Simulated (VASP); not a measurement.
# ZnO (Fm-3m) in VASP: notebook

Aim: see how the results for ZnO move with the level of theory and the settings. Levels: r2SCAN, HSE06, PBE-based global hybrid with 5 % exact exchange. Tasks: single point.

All numbers are computed with VASP 6.6.1; they aren't measurements. Logs are shortened: lines on timing, memory, paths and dates and some standing lists are left out, and cuts for length are marked.

**1. The cell of the first run**

Symmetry: Fm-3m, No. 225, cubic system. The conventional cell has a = 4.268 Å, b = 4.268 Å, c = 4.268 Å, α = 90.00°, β = 90.00°, γ = 90.00°. Zn (site symmetry m-3m) has 6 O at 2.13 Å within 2.8 Å. Within 2.8 Å of O (site symmetry m-3m) lie 6 Zn at 2.13 Å.

**2. Single point, r2SCAN**

The input, POSCAR:

```
ZnO
1.0
    0.0000000000      2.1337703963      2.1337703963
    2.1337703963      0.0000000000      2.1337703963
    2.1337703963      2.1337703963      0.0000000000
Zn O
1 1
Direct
    0.0000000000      0.0000000000      0.0000000000
    0.5000000000      0.5000000000      0.5000000000
```

The input, INCAR.step1:

```
ALGO = Normal ; EDIFF = 1E-4
ENCUT = 520 ; GGA = PE
ISMEAR = 0 ; LASPH = T
LCHARG = F ; LREAL = F
LWAVE = T ; NBANDS = 16
NELM = 100 ; PREC = Accurate
SIGMA = 0.01
```

The input, INCAR.step2:

```
ALGO = Normal ; EDIFF = 1E-6
ENCUT = 520 ; ISIF = 2
ISMEAR = 0 ; ISTART = 1
LASPH = T ; LCHARG = F
LMIXTAU = T ; LREAL = F
LWAVE = F ; METAGGA = R2SCAN
NBANDS = 16 ; NELM = 100
PREC = Accurate ; SIGMA = 0.01
```

The input, KPOINTS:

```
k-points
0
Gamma
  8 8 8
```

Potentials or basis: VASP PAW PBE potentials, release 64 (Zn, O).

Started as:

```console
$ cat potpaw_PBE.64/Zn/POTCAR potpaw_PBE.64/O/POTCAR > POTCAR
$ cp INCAR.step1 INCAR
$ mpirun -np 1 vasp_std > vasp.out
$ cp INCAR.step2 INCAR
$ mpirun -np 1 vasp_std > vasp.out
```

OUTCAR:

```text
EDIFF = 1E-6
   ENCUT = 520
   ISIF = 2
   ISMEAR = 0
   ISTART = 1
   LASPH = T
   LREAL = F
   METAGGA = R2SCAN
   NELM = 100
   PREC = Accurate

 ion  position               nearest neighbor table
   1  0.000  0.000  0.000-   2 2.13   2 2.13   2 2.13   2 2.13   2 2.13   2 2.13
   2  0.500  0.500  0.500-   1 2.13   1 2.13   1 2.13   1 2.13   1 2.13   1 2.13

  LATTYP: Found a face centered cubic cell.
 ALAT       =     4.2675407926

  Lattice vectors:

 A1 = (   0.0000000000,   2.1337703963,   2.1337703963)
 A2 = (   2.1337703963,   0.0000000000,   2.1337703963)
 A3 = (   2.1337703963,   2.1337703963,   0.0000000000)

Analysis of symmetry for initial positions (statically):
=====================================================================
 Subroutine PRICEL returns:
 Original cell was already a primitive cell.

 Routine SETGRP: Setting up the symmetry group for a
 face centered cubic supercell.

 Subroutine GETGRP returns: Found 48 space group operations
 (whereof 48 operations were pure point group operations)
 out of a pool of 48 trial point group operations.

The static configuration has the point symmetry O_h .

Analysis of symmetry for dynamics (positions and initial velocities):
=====================================================================
 Subroutine PRICEL returns:
 Original cell was already a primitive cell.

 Routine SETGRP: Setting up the symmetry group for a
 face centered cubic supercell.

 Subroutine GETGRP returns: Found 48 space group operations
 (whereof 48 operations were pure point group operations)
 out of a pool of 48 trial point group operations.

The dynamic configuration has the point symmetry O_h .

 Subroutine INISYM returns: Found 48 space group operations
 (whereof 48 operations are pure point group operations),
 and found     1 'primitive' translations

----------------------------------------------------------------------------------------

                                     Primitive cell

  volume of cell :      19.4300

  direct lattice vectors                    reciprocal lattice vectors
     0.000000000  2.133770396  2.133770396    -0.234326993  0.234326993  0.234326993
     2.133770396  0.000000000  2.133770396     0.234326993 -0.234326993  0.234326993
     2.133770396  2.133770396  0.000000000     0.234326993  0.234326993 -0.234326993

  length of vectors
     3.017607033  3.017607033  3.017607033     0.405866257  0.405866257  0.405866257

  position of ions in fractional coordinates (direct lattice)
     0.000000000  0.000000000  0.000000000
     0.500000000  0.500000000  0.500000000

  ion indices of the primitive-cell ions
   primitive index   ion index
                 1           1
                 2           2

----------------------------------------------------------------------------------------

 KPOINTS: k-points

Automatic generation of k-mesh.
 Grid dimensions read from file:
 generate k-points for:    8    8    8

 Generating k-lattice:

  Cartesian coordinates                     Fractional coordinates (reciprocal lattice)
    -0.029290874  0.029290874  0.029290874     0.125000000  0.000000000  0.000000000
     0.029290874 -0.029290874  0.029290874     0.000000000  0.125000000  0.000000000
     0.029290874  0.029290874 -0.029290874     0.000000000  0.000000000  0.125000000

  Length of vectors
     0.050733282  0.050733282  0.050733282

  Shift w.r.t. Gamma in fractional coordinates (k-lattice)
     0.000000000  0.000000000  0.000000000

 Subroutine IBZKPT returns following result:
 ===========================================

 Found     29 irreducible k-points:

 Following reciprocal coordinates:
            Coordinates               Weight
  0.000000  0.000000  0.000000      1.000000
  0.125000  0.000000  0.000000      8.000000
  0.250000  0.000000  0.000000      8.000000
  0.375000  0.000000  0.000000      8.000000
  0.500000  0.000000  0.000000      4.000000
  0.125000  0.125000  0.000000      6.000000
[... 16 lines left out ...]
  0.500000  0.250000  0.125000     48.000000
 -0.375000  0.250000  0.125000     24.000000
 [... further k-points ...]
   k-points           NKPTS =     29   k-points in BZ     NKDIM =     29   number of bands    NBANDS=     16
   number of dos      NEDOS =    301   number of ions     NIONS =      2
   total plane-waves  NPLWV =  13824
   dimension x,y,z NGX =    24 NGY =   24 NGZ =   24
   dimension x,y,z NGXF=    48 NGYF=   48 NGZF=   48
   ions per type =               1   1
   NGX,Y,Z   is equivalent  to a cutoff of  13.22, 13.22, 13.22 a.u.
   NGXF,Y,Z  is equivalent  to a cutoff of  26.44, 26.44, 26.44 a.u.
 SYSTEM =  unknown system
   PREC   = accura    normal or accurate (medium, high low for compatibility)
   ISTART =      1    job   : 0-new  1-cont  2-samecut
   ICHARG =      0    charge: 1-file 2-atom 10-const
   ISPIN  =      1    spin polarized calculation?
   LNONCOLLINEAR =      F non collinear calculations
   LSORBIT =      F    spin-orbit coupling
   LASPH  =      T    aspherical Exc in radial PAW
   ENCUT  =  520.0 eV  38.22 Ry    6.18 a.u.   5.61  5.61  5.61*2*pi/ulx,y,z
   NELM   =    100;   NELMIN=  2; NELMDL=  0     # of ELM steps
   EDIFF  = 0.1E-05   stopping-criterion for ELM
   LREAL  =      F    real-space projection
   EDIFFG = 0.1E-04   stopping-criterion for IOM
   NSW    =      0    number of steps for IOM
   IBRION =     -1    ionic relax: 0-MD 1-quasi-New 2-CG
   NFREE  =      0    steps in history (QN), initial steepest desc. (CG)
   ISIF   =      2    stress and relaxation
   ISYM   =      2    0-nonsym 1-usesym 2-fastsym
   POTIM  = 0.5000    time-step for ionic-motion
   TEBEG  =    0.0;   TEEND  =   0.0 temperature during run
   PSTRESS=    0.0 pullay stress
   NELECT =      18.0000    total number of electrons
   NUPDOWN=      -1.0000    fix difference up-down
   EMIN   =  10.00;   EMAX   =-10.00  energy-range for DOS
   EFERMI =   0.00;   METHOD = LEGACY
   ISMEAR =     0;   SIGMA  =   0.01  broadening in eV -4-tet -1-fermi 0-gaus
   EFERMI_NEDOS =   21; number of points for ismear=-14 and -15
   IALGO  =     38    algorithm
   IMIX   =      4    mixing-type and parameters
     AMIX     =   0.40;   BMIX     =  1.00
     AMIX_MAG =   1.60;   BMIX_MAG =  1.00
  volume/ion in A,a.u.               =       9.72        65.56
  Fermi-wavevector in a.u.,A,eV,Ry     =   1.595908  3.015830 34.653003  2.546924
  Thomas-Fermi vector in A             =   2.693754
   LORBIT       =      0    0 simple, 1 ext, 2 COOP (PROOUT), +10 PAW based schemes
   METAGGA = R2SCAN    functional components
   LHFCALC =     F    Hartree Fock is set to
   AEXX    =    0.0000 exact exchange contribution
   IVDW    =     0    specifies the selected vdW correction
   LEPSILON=     F    determine dielectric tensor
   LRPA    =     F    only Hartree local field effects (RPA)
 non-spin polarized calculation
 Gauss-broadening in eV      SIGMA  =   0.01
  energy-cutoff  :      520.00
  volume of cell :       19.43
 maximum number of plane-waves:       544
 NGX is ok and might be reduce to    24
   NGX = 11   NGY = 11   NGZ = 11

 number of electron      18.0000003 magnetization

 Free energy of the ion-electron system (eV)
  ---------------------------------------------------
  ext. energy  EPLUGINS =         0.00000000
  ---------------------------------------------------
  free energy    TOTEN  =       -17.94882343 eV

  energy without entropy =      -17.94882343  energy(sigma->0) =      -17.94882343

 E-fermi :   2.6127     XC(G=0): -13.1269

 val. band max:        2.4558626476   @ k =   0.5000   0.0000   0.0000
 cond. band min:       4.0025523118   @ k =   0.0000   0.0000   0.0000
 fundamental gap:      1.5466896642
 Fermi energy:         2.6126987601

 k-point     1 :       0.0000    0.0000    0.0000
  band No.  band energies     occupation
      1     -17.1540      2.00000
      2      -2.4582      2.00000
      3      -2.4582      2.00000
      4      -2.4582      2.00000
      5      -2.2702      2.00000
      6      -2.2702      2.00000
[... 8 lines left out ...]
     15      23.1965      0.00000
     16      23.1968      0.00000

 k-point     2 :       0.1250    0.0000    0.0000
  band No.  band energies     occupation
      1     -16.9869      2.00000
      2      -2.6022      2.00000
      3      -2.5460      2.00000
      4      -2.5458      2.00000
      5      -2.3582      2.00000
      6      -2.3581      2.00000
[... 8 lines left out ...]
     15      23.1918      0.00000
     16      23.1918      0.00000

 k-point     3 :       0.2500    0.0000    0.0000
  band No.  band energies     occupation
      1     -16.5514      2.00000
      2      -3.3667      2.00000
      3      -2.9883      2.00000
      4      -2.9882      2.00000
      5      -2.2389      2.00000
      6      -2.2388      2.00000
[... 8 lines left out ...]
     15      24.4802      0.00000
     16      24.4803      0.00000

 k-point     4 :       0.3750    0.0000    0.0000
  band No.  band energies     occupation
      1     -16.0585      2.00000
      2      -4.5101      2.00000
      3      -3.3630      2.00000
      4      -3.3629      2.00000
      5      -2.1012      2.00000
      6      -2.1011      2.00000
[... 8 lines left out ...]
     15      26.6606      0.00000
     16      26.6608      0.00000
[... 324 lines left out ...]
 k-point    22 :       0.3750    0.2500    0.1250
  band No.  band energies     occupation
      1     -16.2620      2.00000
      2      -3.8401      2.00000
      3      -2.9780      2.00000
      4      -2.8551      2.00000
      5      -2.2810      2.00000
      6      -2.0675      2.00000
[... 8 lines left out ...]
     15      27.8066      0.00000
     16      28.0322      0.00000

 k-point    23 :       0.5000    0.2500    0.1250
  band No.  band energies     occupation
      1     -15.8942      2.00000
      2      -4.1810      2.00000
      3      -3.3035      2.00000
      4      -3.0960      2.00000
      5      -2.1593      2.00000
      6      -2.0067      2.00000
[... 8 lines left out ...]
     15      27.0113      0.00000
     16      29.1513      0.00000

 k-point    24 :      -0.3750    0.2500    0.1250
  band No.  band energies     occupation
      1     -15.7319      2.00000
      2      -4.3243      2.00000
      3      -3.3660      2.00000
      4      -3.2986      2.00000
      5      -2.0667      2.00000
      6      -2.0364      2.00000
[... 8 lines left out ...]
     15      25.2258      0.00000
     16      29.9823      0.00000

 [... further k-points ...]

------------------------ aborting loop because EDIFF is reached ----------------------------------------

  FORCE on cell =-STRESS in cart. coord.  units (eV):
  Direction    XX          YY          ZZ          XY          YZ          ZX
  --------------------------------------------------------------------------------------
  -------------------------------------------------------------------------------------
  Total        0.1758499      0.1758499      0.1758499      0.0000000      0.0000000      0.0000000
  in kB       14.5003874     14.5003874     14.5003874      0.0000000      0.0000000      0.0000000
  external PRESSURE =      14.5003874 kB  Pullay stress =       0.0000000 kB

 VOLUME and BASIS-vectors are now :
 -----------------------------------------------------------------------------
  energy-cutoff  :      520.00
  volume of cell :       19.43
      direct lattice vectors                 reciprocal lattice vectors
     0.000000000  2.133770396  2.133770396    -0.234326993  0.234326993  0.234326993
     2.133770396  0.000000000  2.133770396     0.234326993 -0.234326993  0.234326993
     2.133770396  2.133770396  0.000000000     0.234326993  0.234326993 -0.234326993

 POSITION                                       TOTAL-FORCE (eV/Angst)
 -----------------------------------------------------------------------------------
      0.00000      0.00000      0.00000        -0.000000      0.000000      0.000000
      2.13377      2.13377      2.13377         0.000000     -0.000000     -0.000000
 -----------------------------------------------------------------------------------
    total drift:                                0.000000     -0.000000     -0.000000

  FREE ENERGIE OF THE ION-ELECTRON SYSTEM (eV)
  ---------------------------------------------------
  free  energy   TOTEN  =       -17.9488234280 eV

  energy  without entropy=      -17.9488234280  energy(sigma->0) =      -17.94882343
```

It took 46 s on 1 thread of AMD EPYC 7R43 (Zen 3), shared host; peak memory 0.11 GiB.

What came out:

```
Free energy            : -17.9488 eV
Pressure               : 1.5 GPa
Band gap on the k mesh : 1.55 eV (least direct gap 2.98 eV)
```

Levels at points of the mesh, in eV from the valence-band top:
| k point | band 5 | band 6 | band 7 | band 8 | band 9 | band 10 | band 11 | band 12 | band 13 | band 14 |
| --- | --- | --- | --- | --- | --- | --- | --- | --- | --- | --- |
| (0.00, 0.00, 0.00) | -4.73 | -4.73 | -1.44 | -1.44 | -1.44 | 1.55 | 18.83 | 18.83 | 18.83 | 19.30 |
| (0.50, 0.00, 0.00) | -4.50 | -4.50 | -3.64 | 0.00 | 0.00 | 6.19 | 10.06 | 13.79 | 13.79 | 20.37 |
| (0.50, 0.50, 0.00) | -4.38 | -4.38 | -4.09 | -2.90 | -2.90 | 5.03 | 11.70 | 11.95 | 16.65 | 16.65 |

Caveat: the PAW data sets were made with another functional, which shifts forces and pressure a little. A k mesh can miss the band edges.

(Continued in part 2 of 2.)
